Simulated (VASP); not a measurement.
# V (Im-3m) in VASP: a series of runs

V is run at these levels: r2SCAN; tasks: single point.

Program: VASP 6.6.1. These are calculated values, not measurements. Logs are shortened: lines on timing, memory, paths and dates and some standing lists are left out, and cuts for length are marked.

### Step 1. The cell of the first run

Symmetry: Im-3m, No. 229, cubic system. The conventional cell has a = 2.986 Å, b = 2.986 Å, c = 2.986 Å, α = 90.00°, β = 90.00°, γ = 90.00°. Within 3.4 Å of V (site symmetry m-3m) lie 14 V at 2.59 to 2.99 Å.

### Step 2. Single point, r2SCAN

The input, POSCAR:

```
V
1.0
   -1.4927769577      1.4927769577      1.4927769577
    1.4927769577     -1.4927769577      1.4927769577
    1.4927769577      1.4927769577     -1.4927769577
V
1
Direct
    0.0000000000      0.0000000000      0.0000000000
```

The input, INCAR.step1:

```
ALGO = Normal
EDIFF = 1E-5
ENCUT = 550
GGA = PE
GGA_COMPAT = False
ISMEAR = -1
LASPH = True
LCHARG = False
LREAL = False
LWAVE = True
NBANDS = 12
NELM = 120
PREC = Accurate
SIGMA = 0.1
```

The input, INCAR.step2:

```
ALGO = Normal
EDIFF = 1E-6
ENCUT = 550
GGA_COMPAT = False
ISIF = 2
ISMEAR = -1
ISTART = 1
LASPH = True
LCHARG = True
LELF = True
LMIXTAU = True
LREAL = False
LVHAR = True
LWAVE = False
METAGGA = R2SCAN
NBANDS = 12
NELM = 120
PREC = Accurate
SIGMA = 0.1
```

The input, KPOINTS:

```
k-points
0
Gamma
  15 15 15
```

Potentials or basis: VASP PAW PBE potentials, release 64 (V_sv).

Launch:

```console
> cat potpaw_PBE.64/V_sv/POTCAR > POTCAR
> cp INCAR.step1 INCAR
> mpirun -np 1 vasp_std > vasp.out
> cp INCAR.step2 INCAR
> mpirun -np 1 vasp_std > vasp.out
```

OUTCAR:

```text
EDIFF = 1E-6
   ENCUT = 550
   ISIF = 2
   ISMEAR = -1
   ISTART = 1
   LASPH = True
   LREAL = False
   METAGGA = R2SCAN
   NELM = 120
   PREC = Accurate

 ion  position               nearest neighbor table
   1  0.000  0.000  0.000-

  LATTYP: Found a body centered cubic cell.
 ALAT       =     2.9855539154

  Lattice vectors:

 A1 = (  -1.4927769577,   1.4927769577,   1.4927769577)
 A2 = (   1.4927769577,  -1.4927769577,   1.4927769577)
 A3 = (   1.4927769577,   1.4927769577,  -1.4927769577)

Analysis of symmetry for initial positions (statically):
=====================================================================
 Subroutine PRICEL returns:
 Original cell was already a primitive cell.

 Routine SETGRP: Setting up the symmetry group for a
 body centered cubic supercell.

 Subroutine GETGRP returns: Found 48 space group operations
 (whereof 48 operations were pure point group operations)
 out of a pool of 48 trial point group operations.

The static configuration has the point symmetry O_h .

Analysis of symmetry for dynamics (positions and initial velocities):
=====================================================================
 Subroutine PRICEL returns:
 Original cell was already a primitive cell.

 Routine SETGRP: Setting up the symmetry group for a
 body centered cubic supercell.

 Subroutine GETGRP returns: Found 48 space group operations
 (whereof 48 operations were pure point group operations)
 out of a pool of 48 trial point group operations.

The dynamic configuration has the point symmetry O_h .

 Subroutine INISYM returns: Found 48 space group operations
 (whereof 48 operations are pure point group operations),
 and found     1 'primitive' translations

----------------------------------------------------------------------------------------

                                     Primitive cell

  volume of cell :      13.3059

  direct lattice vectors                    reciprocal lattice vectors
    -1.492776958  1.492776958  1.492776958     0.000000000  0.334946220  0.334946220
     1.492776958 -1.492776958  1.492776958     0.334946220  0.000000000  0.334946220
     1.492776958  1.492776958 -1.492776958     0.334946220  0.334946220  0.000000000

  length of vectors
     2.585565535  2.585565535  2.585565535     0.473685488  0.473685488  0.473685488

  position of ions in fractional coordinates (direct lattice)
     0.000000000  0.000000000  0.000000000

  ion indices of the primitive-cell ions
   primitive index   ion index
                 1           1

----------------------------------------------------------------------------------------

 KPOINTS: k-points

Automatic generation of k-mesh.
 Grid dimensions read from file:
 generate k-points for:   15   15   15

 Generating k-lattice:

  Cartesian coordinates                     Fractional coordinates (reciprocal lattice)
     0.000000000  0.022329748  0.022329748     0.066666667  0.000000000  0.000000000
     0.022329748  0.000000000  0.022329748     0.000000000  0.066666667  0.000000000
     0.022329748  0.022329748  0.000000000     0.000000000  0.000000000  0.066666667

  Length of vectors
     0.031579033  0.031579033  0.031579033

  Shift w.r.t. Gamma in fractional coordinates (k-lattice)
     0.000000000  0.000000000  0.000000000

 Subroutine IBZKPT returns following result:
 ===========================================

 Found    120 irreducible k-points:

 Following reciprocal coordinates:
            Coordinates               Weight
  0.000000  0.000000  0.000000      1.000000
  0.066667  0.000000  0.000000     12.000000
  0.133333  0.000000  0.000000     12.000000
  0.200000  0.000000  0.000000     12.000000
  0.266667  0.000000  0.000000     12.000000
  0.333333  0.000000  0.000000     12.000000
[... 16 lines left out ...]
  0.333333  0.200000 -0.000000     48.000000
  0.400000  0.200000  0.000000     24.000000
 [... further k-points ...]
   k-points           NKPTS =    120   k-points in BZ     NKDIM =    120   number of bands    NBANDS=     12
   number of dos      NEDOS =    301   number of ions     NIONS =      1
   total plane-waves  NPLWV =   8000
   dimension x,y,z NGX =    20 NGY =   20 NGZ =   20
   dimension x,y,z NGXF=    40 NGYF=   40 NGZF=   40
   ions per type =               1
   NGX,Y,Z   is equivalent  to a cutoff of  12.86, 12.86, 12.86 a.u.
   NGXF,Y,Z  is equivalent  to a cutoff of  25.72, 25.72, 25.72 a.u.
 SYSTEM =  unknown system
   PREC   = accura    normal or accurate (medium, high low for compatibility)
   ISTART =      1    job   : 0-new  1-cont  2-samecut
   ICHARG =      0    charge: 1-file 2-atom 10-const
   ISPIN  =      1    spin polarized calculation?
   LNONCOLLINEAR =      F non collinear calculations
   LSORBIT =      F    spin-orbit coupling
   LASPH  =      T    aspherical Exc in radial PAW
   ENCUT  =  550.0 eV  40.42 Ry    6.36 a.u.   4.94  4.94  4.94*2*pi/ulx,y,z
   NELM   =    120;   NELMIN=  2; NELMDL=  0     # of ELM steps
   EDIFF  = 0.1E-05   stopping-criterion for ELM
   LREAL  =      F    real-space projection
   EDIFFG = 0.1E-04   stopping-criterion for IOM
   NSW    =      0    number of steps for IOM
   IBRION =     -1    ionic relax: 0-MD 1-quasi-New 2-CG
   NFREE  =      0    steps in history (QN), initial steepest desc. (CG)
   ISIF   =      2    stress and relaxation
   ISYM   =      2    0-nonsym 1-usesym 2-fastsym
   POTIM  = 0.5000    time-step for ionic-motion
   TEBEG  =    0.0;   TEEND  =   0.0 temperature during run
   PSTRESS=    0.0 pullay stress
   NELECT =      13.0000    total number of electrons
   NUPDOWN=      -1.0000    fix difference up-down
   EMIN   =  10.00;   EMAX   =-10.00  energy-range for DOS
   EFERMI =   0.00;   METHOD = LEGACY
   ISMEAR =    -1;   SIGMA  =   0.10  broadening in eV -4-tet -1-fermi 0-gaus
   EFERMI_NEDOS =   21; number of points for ismear=-14 and -15
   IALGO  =     38    algorithm
   IMIX   =      4    mixing-type and parameters
     AMIX     =   0.40;   BMIX     =  1.00
     AMIX_MAG =   1.60;   BMIX_MAG =  1.00
  volume/ion in A,a.u.               =      13.31        89.79
  Fermi-wavevector in a.u.,A,eV,Ry     =   1.624455  3.069775 35.903791  2.638854
  Thomas-Fermi vector in A             =   2.717739
   LORBIT       =      0    0 simple, 1 ext, 2 COOP (PROOUT), +10 PAW based schemes
   METAGGA = R2SCAN    functional components
   LHFCALC =     F    Hartree Fock is set to
   AEXX    =    0.0000 exact exchange contribution
   IVDW    =     0    specifies the selected vdW correction
   LEPSILON=     F    determine dielectric tensor
   LRPA    =     F    only Hartree local field effects (RPA)
 non-spin polarized calculation
  energy-cutoff  :      550.00
  volume of cell :       13.31
 maximum number of plane-waves:       402
   NGX =  9   NGY =  9   NGZ =  9

 number of electron      12.9999991 magnetization

 Free energy of the ion-electron system (eV)
  ---------------------------------------------------
  ext. energy  EPLUGINS =         0.00000000
  ---------------------------------------------------
  free energy    TOTEN  =       -14.15628028 eV

  energy without entropy =      -14.10410560  energy(sigma->0) =      -14.13019294

 E-fermi :   9.8405     XC(G=0): -14.1400

 val. band max:        9.8205323651   @ k =   0.3333   0.1333  -0.0000
 cond. band min:       9.8407997338   @ k =   0.1333   0.0667   0.0000
 fundamental gap:      0.0202673687
 Fermi energy:         9.8405419093

 k-point     1 :       0.0000    0.0000    0.0000
  band No.  band energies     occupation
      1     -56.4805      2.00000
      2     -28.6108      2.00000
      3     -28.6108      2.00000
      4     -28.6108      2.00000
      5       2.7291      2.00000
      6      10.3068      0.01871
      7      10.3068      0.01871
      8      10.3068      0.01871
      9      12.5217      0.00000
     10      12.5217      0.00000
     11      31.1541      0.00000
     12      31.1541      0.00000

 k-point     2 :       0.0667    0.0000    0.0000
  band No.  band energies     occupation
      1     -56.4713      2.00000
      2     -28.6549      2.00000
      3     -28.6240      2.00000
      4     -28.6111      2.00000
      5       2.9193      2.00000
      6      10.2242      0.04221
      7      10.2869      0.02279
      8      10.4408      0.00493
      9      12.4263      0.00000
     10      12.5264      0.00000
     11      30.8207      0.00000
     12      31.1250      0.00000

 k-point     3 :       0.1333    0.0000    0.0000
  band No.  band energies     occupation
      1     -56.4450      2.00000
      2     -28.7786      2.00000
      3     -28.6613      2.00000
      4     -28.6121      2.00000
      5       3.4673      2.00000
      6       9.9973      0.34502
      7      10.1918      0.05790
      8      10.8309      0.00010
      9      12.2312      0.00000
     10      12.5452      0.00000
     11      29.8257      0.00000
     12      30.8518      0.00000

 k-point     4 :       0.2000    0.0000    0.0000
  band No.  band energies     occupation
      1     -56.4062      2.00000
      2     -28.9581      2.00000
      3     -28.7159      2.00000
      4     -28.6136      2.00000
      5       4.2968      2.00000
      6       9.6789      1.66866
      7       9.9789      0.40072
      8      11.4394      0.00000
      9      12.1229      0.00000
     10      12.5876      0.00000
     11      28.2051      0.00000
     12      30.0600      0.00000

 k-point     5 :       0.2667    0.0000    0.0000
  band No.  band energies     occupation
      1     -56.3614      2.00000
      2     -29.1603      2.00000
      3     -28.7781      2.00000
      4     -28.6153      2.00000
      5       5.2453      2.00000
      6       9.3337      1.98749
      7       9.7753      1.31512
      8      12.1767      0.00000
      9      12.1987      0.00000
     10      12.6589      0.00000
     11      26.1421      0.00000
     12      28.9175      0.00000
[... 228 lines left out ...]
      1     -56.3078      2.00000
      2     -29.3139      2.00000
      3     -28.8688      2.00000
      4     -28.6864      2.00000
      5       6.5462      2.00000
      6       8.9318      1.99977
      7       9.3055      1.99055
      8      12.0225      0.00000
      9      12.9222      0.00000
     10      13.7476      0.00000
     11      25.1325      0.00000
     12      25.7481      0.00000

 k-point    22 :       0.2667    0.2000    0.0000
  band No.  band energies     occupation
      1     -56.2759      2.00000
      2     -29.3983      2.00000
      3     -28.9564      2.00000
      4     -28.6993      2.00000
      5       7.1616      2.00000
      6       8.7196      1.99997
      7       9.3321      1.98769
      8      12.1857      0.00000
      9      12.9927      0.00000
     10      14.8366      0.00000
     11      23.1993      0.00000
     12      24.6912      0.00000

 k-point    23 :       0.3333    0.2000   -0.0000
  band No.  band energies     occupation
      1     -56.2541      2.00000
      2     -29.4478      2.00000
      3     -29.0255      2.00000
      4     -28.7056      2.00000
      5       7.3469      2.00000
      6       8.6899      1.99998
      7       9.5351      1.90999
      8      12.3619      0.00000
      9      13.0493      0.00000
     10      15.9248      0.00000
     11      21.3172      0.00000
     12      24.1065      0.00000

 k-point    24 :       0.4000    0.2000    0.0000
  band No.  band energies     occupation
      1     -56.2464      2.00000
      2     -29.4636      2.00000
      3     -29.0518      2.00000
      4     -28.7075      2.00000
      5       7.3542      2.00000
      6       8.6921      1.99998
      7       9.6650      1.70528
      8      12.4293      0.00000
      9      13.0884      0.00000
     10      16.5166      0.00000
     11      20.4228      0.00000
     12      23.8961      0.00000

 [... further k-points ...]

------------------------ aborting loop because EDIFF is reached ----------------------------------------

  FORCE on cell =-STRESS in cart. coord.  units (eV):
  Direction    XX          YY          ZZ          XY          YZ          ZX
  --------------------------------------------------------------------------------------
  -------------------------------------------------------------------------------------
  Total        0.0255542      0.0255542      0.0255542      0.0000000      0.0000000      0.0000000
  in kB        3.0770061      3.0770061      3.0770061      0.0000000      0.0000000      0.0000000
  external PRESSURE =       3.0770061 kB  Pullay stress =       0.0000000 kB

 VOLUME and BASIS-vectors are now :
 -----------------------------------------------------------------------------
  energy-cutoff  :      550.00
  volume of cell :       13.31
      direct lattice vectors                 reciprocal lattice vectors
    -1.492776958  1.492776958  1.492776958     0.000000000  0.334946220  0.334946220
     1.492776958 -1.492776958  1.492776958     0.334946220  0.000000000  0.334946220
     1.492776958  1.492776958 -1.492776958     0.334946220  0.334946220  0.000000000

 POSITION                                       TOTAL-FORCE (eV/Angst)
 -----------------------------------------------------------------------------------
      0.00000      0.00000      0.00000         0.000000     -0.000000      0.000000
 -----------------------------------------------------------------------------------
    total drift:                                0.000000     -0.000000      0.000000

  FREE ENERGIE OF THE ION-ELECTRON SYSTEM (eV)
  ---------------------------------------------------
  free  energy   TOTEN  =       -14.1562802803 eV

  energy  without entropy=      -14.1041055951  energy(sigma->0) =      -14.13019294
```

Run time: 63 s. Hardware: 1 thread of Intel Xeon Platinum 8488C (Sapphire Rapids), shared host; peak memory 0.14 GiB.

Results:

```
Free energy            : -14.1563 eV
Pressure               : 0.3 GPa
Band gap on the k mesh : zero (an odd number of electrons rules out a gap without spin polarisation)
```

Levels at points of the mesh, in eV from the Fermi level:
| k point | band 2 | band 3 | band 4 | band 5 | band 6 | band 7 | band 8 | band 9 | band 10 | band 11 |
| --- | --- | --- | --- | --- | --- | --- | --- | --- | --- | --- |
| (0.00, 0.00, 0.00) | -38.45 | -38.45 | -38.45 | -7.11 | 0.47 | 0.47 | 0.47 | 2.68 | 2.68 | 21.31 |

Caveat: the PAW data sets were made with another functional, which shifts forces and pressure a little.

### Step 3. Single point, r2SCAN

POSCAR is that of step 2.

The input, INCAR.step1:

```
SYSTEM = V
ALGO     = Normal         ! electronic algorithm
EDIFF    = 1E-5           ! SCF threshold, eV
ENCUT    = 550            ! plane-wave cutoff, eV
GGA      = PE             ! functional
GGA_COMPAT= .False.      
ISMEAR   = -1             ! smearing method
LASPH    = .True.         ! aspherical terms in the spheres
LCHARG   = .False.        ! write CHGCAR
LREAL    = .False.        ! projectors in reciprocal space
LWAVE    = .True.         ! write WAVECAR
NBANDS   = 12             ! bands
NELM     = 120            ! most SCF steps
PREC     = Accurate       ! precision mode
SIGMA    = 0.1            ! smearing width, eV
```

The input, INCAR.step2:

```
SYSTEM = V
ALGO     = Normal         ! electronic algorithm
EDIFF    = 1E-6           ! SCF threshold, eV
ENCUT    = 550            ! plane-wave cutoff, eV
GGA_COMPAT= .False.      
ISIF     = 2              ! what is computed and relaxed
ISMEAR   = -1             ! smearing method
ISTART   = 1            
LASPH    = .True.         ! aspherical terms in the spheres
LCHARG   = .False.        ! write CHGCAR
LMIXTAU  = .True.       
LREAL    = .False.        ! projectors in reciprocal space
LWAVE    = .False.        ! write WAVECAR
METAGGA  = R2SCAN         ! meta-GGA
NBANDS   = 12             ! bands
NELM     = 120            ! most SCF steps
PREC     = Accurate       ! precision mode
SIGMA    = 0.1            ! smearing width, eV
```

The input, KPOINTS:

```
k-points
0
Gamma
  24 24 24
  0 0 0
```

Potentials or basis: VASP PAW PBE potentials, release 64 (V_sv).

Launch:

```console
> cat potpaw_PBE.64/V_sv/POTCAR > POTCAR
> cp INCAR.step1 INCAR
> mpirun -np 1 vasp_std > vasp.out
> cp INCAR.step2 INCAR
> mpirun -np 1 vasp_std > vasp.out
```

Run time: 2.4 min. Hardware: 1 thread of Intel Xeon Platinum 8488C (Sapphire Rapids), shared host; peak memory 0.18 GiB.

It converged, with:

```
Free energy            : -14.1561 eV
Pressure               : 0.4 GPa
Band gap on the k mesh : zero (an odd number of electrons rules out a gap without spin polarisation)
```

Levels at points of the mesh, in eV from the Fermi level:
```csv
k point,band 4,band 5,band 6,band 7,band 8,band 9,band 10,band 11
"(0.00, 0.00, 0.00)",-38.45,-7.11,0.47,0.47,0.47,2.69,2.69,21.32
"(0.50, 0.00, 0.00)",-38.46,-3.40,-1.19,1.54,2.66,3.07,4.34,10.74
"(0.50, 0.50, 0.50)",-39.11,-3.18,-3.18,3.93,3.93,3.93,10.74,10.74
```

Caveat: the PAW data sets were made with another functional, which shifts forces and pressure a little.

### Step 4. Single point, r2SCAN, collinear spin, ferromagnetic start

This run uses another cell than the first one, of 13.25 Å³/atom.

The input, POSCAR:

```
V
1.0
   -1.4906949076      1.4906949076      1.4906949076
    1.4906949076     -1.4906949076      1.4906949076
    1.4906949076      1.4906949076     -1.4906949076
V
1
Direct
    0.0000000000      0.0000000000      0.0000000000
```

The input, INCAR.step1:

```
SYSTEM = V
PREC = Accurate
ENCUT = 520
ISMEAR = -1
SIGMA = 0.05
LREAL = .False.
LASPH = .True.
NELM = 150
ISPIN = 2
MAGMOM = 1
LMAXMIX = 4
NBANDS = 16
GGA = PE
ALGO = Normal
EDIFF = 1E-4
LWAVE = .True.
LCHARG = .False.
```

The input, INCAR.step2:

```
SYSTEM = V
PREC = Accurate
ENCUT = 520
EDIFF = 1E-6
ISMEAR = -1
SIGMA = 0.05
LREAL = .False.
LASPH = .True.
NELM = 150
ALGO = Normal
ISIF = 2
LWAVE = .False.
LCHARG = .False.
ISPIN = 2
MAGMOM = 1
LORBIT = 11
LMAXMIX = 4
METAGGA = R2SCAN
LMIXTAU = .True.
NBANDS = 16
ISTART = 1
```

The input, KPOINTS:

```
regular mesh
0
Gamma
  24 24 24
  0 0 0
```

Launch:

```console
> cat potpaw_PBE.64/V_sv/POTCAR > POTCAR
> cp INCAR.step1 INCAR
> mpirun -np 1 vasp_std > vasp.out
> cp INCAR.step2 INCAR
> mpirun -np 1 vasp_std > vasp.out
```

It took 5.8 min on 1 thread of Intel Xeon Platinum 8488C (Sapphire Rapids), shared host; peak memory 0.24 GiB.

It converged, with:

* Free energy: -14.1354 eV
* Pressure: 0.9 GPa
* Net moment: 0.00 μB per cell
* Valence electrons inside the program's atomic spheres: V 11.65

Levels at points of the mesh, in eV from the Fermi level:
Spin up:
| k point | band 4 | band 5 | band 6 | band 7 | band 8 | band 9 | band 10 | band 11 |
| --- | --- | --- | --- | --- | --- | --- | --- | --- |
| (0.00, 0.00, 0.00) | -38.42 | -7.10 | 0.49 | 0.49 | 0.49 | 2.71 | 2.71 | 21.37 |
| (0.50, 0.00, 0.00) | -38.43 | -3.40 | -1.18 | 1.57 | 2.69 | 3.10 | 4.38 | 10.81 |
| (0.50, 0.50, 0.50) | -39.09 | -3.19 | -3.19 | 3.96 | 3.96 | 3.96 | 10.80 | 10.80 |
Spin down:
```tsv
k point	band 5	band 6	band 7	band 8	band 9	band 10
(0.00, 0.00, 0.00)	-7.10	0.49	0.49	0.49	2.71	2.71
(0.50, 0.00, 0.00)	-3.40	-1.18	1.57	2.69	3.10	4.38
(0.50, 0.50, 0.50)	-3.19	-3.19	3.96	3.96	3.96	10.80
```

Caveat: the PAW data sets were made with another functional, which shifts forces and pressure a little.

### Step 5. Summary

| spin | cell | k mesh | cutoff (eV) | smearing | gap on the mesh (eV) | pressure (GPa) |
| --- | --- | --- | --- | --- | --- | --- |
| off | a = 2.586 Å, angles 109.5°, 1 atom | 15 × 15 × 15 | 550 | fermi-dirac 0.1 eV | none | 0.3 |
| off | a = 2.586 Å, angles 109.5°, 1 atom | 24 × 24 × 24 | 550 | fermi-dirac 0.1 eV | none | 0.4 |
| collinear, ferromagnetic start | a = 2.582 Å, angles 109.5°, 1 atom | 24 × 24 × 24 | 520 | fermi-dirac 0.05 eV | none | 0.9 |

Alike in all rows: task single point; level r2SCAN; potentials or basis VASP PAW PBE potentials, release 64 (V_sv).

Caveats: the PAW data sets were made with another functional, which shifts forces and pressure a little.

Total energies depend on the potentials used, so only differences within one code and one set of settings carry meaning.
